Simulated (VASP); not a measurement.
# Ru (C2/c) in VASP: single point with PBE

Aim: the single point of Ru with PBE.

Program: VASP 6.6.1. These are calculated values, not measurements. Logs are shortened: lines on timing, memory, paths and dates and some standing lists are left out, and cuts for length are marked.

### 1 The cell of the first run

The typed cell holds 2 atoms: a = 4.229 Å, b = 4.229 Å, c = 3.843 Å, α = 103.24°, β = 103.24°, γ = 142.37°.

### 2 Single point, PBE

File INCAR:

```
  ALGO = Normal
  EDIFF = 1E-6
  ENCUT = 500
  GGA = PE
  GGA_COMPAT = F
  ISIF = 2
  ISMEAR = -1
  ISYM = 0
  LASPH = T
  LCHARG = T
  LELF = T
  LREAL = F
  LVHAR = T
  LWAVE = F
  NBANDS = 21
  NELM = 120
  PREC = Accurate
  SIGMA = 0.1
```

File KPOINTS:

```
k-points
0
Gamma
  14 14 10
```

File POSCAR:

```
Ru
1.0
   -3.0369540785      2.6247051926      1.3326098831
    2.6247051926     -3.0369540785      1.3326098831
    2.2815463682      2.2815463682     -2.0876444726
Ru
2
Direct
    0.9807913948      0.0192086052      0.0000000000
    0.7692086052      0.2307913948      0.5000000000
```

Potentials or basis: VASP PAW PBE potentials, release 64 (Ru_pv).

Started as:

```
$ cat potpaw_PBE.64/Ru_pv/POTCAR > POTCAR
$ mpirun -np 1 vasp_std > vasp.out
```

OUTCAR:

```text
EDIFF = 1E-6
   ENCUT = 500
   GGA = PE
   ISIF = 2
   ISMEAR = -1
   ISYM = 0
   LASPH = T
   LREAL = F
   NELM = 120
   PREC = Accurate

 ion  position               nearest neighbor table
   1  0.981  0.019  0.000-   2 2.56   2 2.56   2 2.56   2 2.56   2 2.68   2 2.68
   2  0.769  0.231  0.500-   1 2.56   1 2.56   1 2.56   1 2.56   1 2.68   1 2.68

IMPORTANT INFORMATION: All symmetrisations will be switched off!
NOSYMM: (Re-)initialisation of all symmetry stuff for point group C_1.

----------------------------------------------------------------------------------------

                                     Primitive cell

  volume of cell :      29.5550

  direct lattice vectors                    reciprocal lattice vectors
    -3.036954078  2.624705193  1.332609883     0.111645205  0.288271871  0.437061658
     2.624705193 -3.036954078  1.332609883     0.288271871  0.111645205  0.437061658
     2.281546368  2.281546368 -2.087644473     0.255279793  0.255279793  0.078971957

  length of vectors
     4.229422718  4.229422718  3.843067408     0.535339347  0.535339347  0.369556647

  position of ions in fractional coordinates (direct lattice)
     0.980791395  0.019208605  0.000000000
     0.769208605  0.230791395  0.500000000

  ion indices of the primitive-cell ions
   primitive index   ion index
                 1           1
                 2           2

----------------------------------------------------------------------------------------

 KPOINTS: k-points

Automatic generation of k-mesh.
 Grid dimensions read from file:
 generate k-points for:   14   14   10

 Generating k-lattice:

  Cartesian coordinates                     Fractional coordinates (reciprocal lattice)
     0.007974658  0.020590848  0.031218690     0.071428571 -0.000000000  0.000000000
     0.020590848  0.007974658  0.031218690    -0.000000000  0.071428571  0.000000000
     0.025527979  0.025527979  0.007897196     0.000000000  0.000000000  0.100000000

  Length of vectors
     0.038238525  0.038238525  0.036955665

  Shift w.r.t. Gamma in fractional coordinates (k-lattice)
     0.000000000  0.000000000  0.000000000

 Subroutine IBZKPT returns following result:
 ===========================================

 Found    984 irreducible k-points:

 Following reciprocal coordinates:
            Coordinates               Weight
  0.000000  0.000000  0.000000      1.000000
  0.071429 -0.000000  0.000000      2.000000
  0.000000 -0.071429 -0.000000      2.000000
  0.142857 -0.000000  0.000000      2.000000
  0.000000 -0.142857 -0.000000      2.000000
  0.214286 -0.000000  0.000000      2.000000
[... 16 lines left out ...]
  0.357143  0.071429  0.000000      2.000000
 -0.071429 -0.357143 -0.000000      2.000000
 [... further k-points ...]
   k-points           NKPTS =    984   k-points in BZ     NKDIM =    984   number of bands    NBANDS=     21
   number of dos      NEDOS =    301   number of ions     NIONS =      2
   total plane-waves  NPLWV =  28672
   dimension x,y,z NGX =    32 NGY =   32 NGZ =   28
   dimension x,y,z NGXF=    64 NGYF=   64 NGZF=   56
   ions per type =               2
   NGX,Y,Z   is equivalent  to a cutoff of  12.58, 12.58, 12.11 a.u.
   NGXF,Y,Z  is equivalent  to a cutoff of  25.16, 25.16, 24.22 a.u.
 SYSTEM =  unknown system
   PREC   = accura    normal or accurate (medium, high low for compatibility)
   ISTART =      0    job   : 0-new  1-cont  2-samecut
   ICHARG =      2    charge: 1-file 2-atom 10-const
   ISPIN  =      1    spin polarized calculation?
   LNONCOLLINEAR =      F non collinear calculations
   LSORBIT =      F    spin-orbit coupling
   LASPH  =      T    aspherical Exc in radial PAW
   ENCUT  =  500.0 eV  36.75 Ry    6.06 a.u.   7.71  7.71  7.01*2*pi/ulx,y,z
   NELM   =    120;   NELMIN=  2; NELMDL= -5     # of ELM steps
   EDIFF  = 0.1E-05   stopping-criterion for ELM
   LREAL  =      F    real-space projection
   EDIFFG = 0.1E-04   stopping-criterion for IOM
   NSW    =      0    number of steps for IOM
   IBRION =     -1    ionic relax: 0-MD 1-quasi-New 2-CG
   NFREE  =      0    steps in history (QN), initial steepest desc. (CG)
   ISIF   =      2    stress and relaxation
   ISYM   =      0    0-nonsym 1-usesym 2-fastsym
   POTIM  = 0.5000    time-step for ionic-motion
   TEBEG  =    0.0;   TEEND  =   0.0 temperature during run
   PSTRESS=    0.0 pullay stress
   NELECT =      28.0000    total number of electrons
   NUPDOWN=      -1.0000    fix difference up-down
   EMIN   =  10.00;   EMAX   =-10.00  energy-range for DOS
   EFERMI =   0.00;   METHOD = LEGACY
   ISMEAR =    -1;   SIGMA  =   0.10  broadening in eV -4-tet -1-fermi 0-gaus
   EFERMI_NEDOS =   21; number of points for ismear=-14 and -15
   IALGO  =     38    algorithm
   IMIX   =      4    mixing-type and parameters
     AMIX     =   0.40;   BMIX     =  1.00
     AMIX_MAG =   1.60;   BMIX_MAG =  1.00
  volume/ion in A,a.u.               =      14.78        99.72
  Fermi-wavevector in a.u.,A,eV,Ry     =   1.607869  3.038432 35.174374  2.585244
  Thomas-Fermi vector in A             =   2.703829
   LORBIT       =      0    0 simple, 1 ext, 2 COOP (PROOUT), +10 PAW based schemes
   GGA     = PE    functional components
   LHFCALC =     F    Hartree Fock is set to
   AEXX    =    0.0000 exact exchange contribution
   IVDW    =     0    specifies the selected vdW correction
   LEPSILON=     F    determine dielectric tensor
   LRPA    =     F    only Hartree local field effects (RPA)
 non-spin polarized calculation
  energy-cutoff  :      500.00
  volume of cell :       29.55
 maximum number of plane-waves:       762
   NGX = 15   NGY = 15   NGZ = 13

 number of electron      28.0000003 magnetization

 Free energy of the ion-electron system (eV)
  ---------------------------------------------------
  ext. energy  EPLUGINS =         0.00000000
  ---------------------------------------------------
  free energy    TOTEN  =       -17.85010235 eV

  energy without entropy =      -17.79517969  energy(sigma->0) =      -17.82264102

 E-fermi :  11.3872     XC(G=0): -13.5016

 val. band max:       11.3846128542   @ k =   0.1429   0.1429   0.1000
 cond. band min:      11.3894393926   @ k =   0.4286   0.4286   0.5000
 fundamental gap:      0.0048265384
 Fermi energy:        11.3871826135

 k-point     1 :       0.0000    0.0000    0.0000
  band No.  band energies     occupation
      1     -32.0942      2.00000
      2     -31.5056      2.00000
      3     -31.3830      2.00000
      4     -31.0794      2.00000
      5     -31.0642      2.00000
      6     -31.0554      2.00000
[... 565 lines left out ...]
     20      21.9589      0.00000
     21      22.7430      0.00000

 [... further k-points ...]
[... 5 lines left out ...]
  --------------------------------------------------------------------------------------
  -------------------------------------------------------------------------------------
  Total       -0.0122078     -0.0121816     -0.0077325      0.0020793     -0.0000567     -0.0000617
  in kB       -0.6617864     -0.6603678     -0.4191785      0.1127202     -0.0030758     -0.0033453
  external PRESSURE =      -0.5804442 kB  Pullay stress =       0.0000000 kB

 VOLUME and BASIS-vectors are now :
 -----------------------------------------------------------------------------
  energy-cutoff  :      500.00
  volume of cell :       29.55
      direct lattice vectors                 reciprocal lattice vectors
    -3.036954078  2.624705193  1.332609883     0.111645205  0.288271871  0.437061658
     2.624705193 -3.036954078  1.332609883     0.288271871  0.111645205  0.437061658
     2.281546368  2.281546368 -2.087644473     0.255279793  0.255279793  0.078971957

 POSITION                                       TOTAL-FORCE (eV/Angst)
 -----------------------------------------------------------------------------------
     -2.92820      2.51595      1.33261        -0.017203      0.017201     -0.000001
     -0.58952      2.45882      0.28879         0.017203     -0.017201      0.000001
 -----------------------------------------------------------------------------------
    total drift:                               -0.000029      0.000030      0.000000

  FREE ENERGIE OF THE ION-ELECTRON SYSTEM (eV)
  ---------------------------------------------------
  free  energy   TOTEN  =       -17.8501023483 eV

  energy  without entropy=      -17.7951796903  energy(sigma->0) =      -17.82264102
```

stdout:

```text
POSCAR found type information on POSCAR Ru
 POSCAR found :  1 types and       2 ions
 scaLAPACK will be used
 LDA part: xc-table for (Slater+PW92), standard interpolation
 POSCAR, INCAR and KPOINTS ok, starting setup
 FFT: planning ... GRIDC
 FFT: planning ... GRID_SOFT
 FFT: planning ... GRID
 WAVECAR not read
 entering main loop
```

Run time: 9.6 min. Hardware: 1 thread of Intel Xeon Platinum 8259CL at 2.50GHz (Skylake/Cascade Lake), shared host; peak memory 0.53 GiB.

Results:

| Item | Value |
| --- | --- |
| Free energy | -17.8501 eV |
| Pressure | -0.1 GPa |
| Largest force | 0.024 eV/Å |
| Band gap on the k mesh | zero (bands 14 and 15 overlap by 2.45 eV) |

Forces in eV/Å, atoms in the order of the input:
```
Ru  -0.017  0.017  0.000
Ru   0.017 -0.017  0.000
```

Levels at points of the mesh, in eV from the Fermi level:
| k point | band 12 | band 13 | band 14 | band 15 | band 16 | band 17 |
| --- | --- | --- | --- | --- | --- | --- |
| (0.00, 0.00, 0.00) | -1.49 | -1.05 | -0.08 | 0.13 | 1.25 | 2.15 |
| (0.50, 0.00, 0.00) | -0.97 | 0.87 | 0.87 | 2.02 | 2.02 | 5.73 |
| (0.00, 0.50, 0.00) | -0.97 | 0.87 | 0.87 | 2.02 | 2.02 | 5.73 |
| (0.50, 0.50, 0.00) | -2.43 | -1.14 | -0.34 | -0.32 | 0.42 | 1.57 |
| (0.00, 0.00, 0.50) | -2.68 | -1.71 | -1.71 | 1.54 | 1.54 | 3.94 |
| (0.50, 0.00, 0.50) | -2.17 | -1.51 | -0.72 | 0.49 | 1.64 | 3.02 |
| (0.00, 0.50, 0.50) | -2.17 | -1.51 | -0.72 | 0.49 | 1.64 | 3.02 |
| (0.50, 0.50, 0.50) | -2.01 | 0.48 | 0.48 | 0.65 | 0.65 | 1.88 |
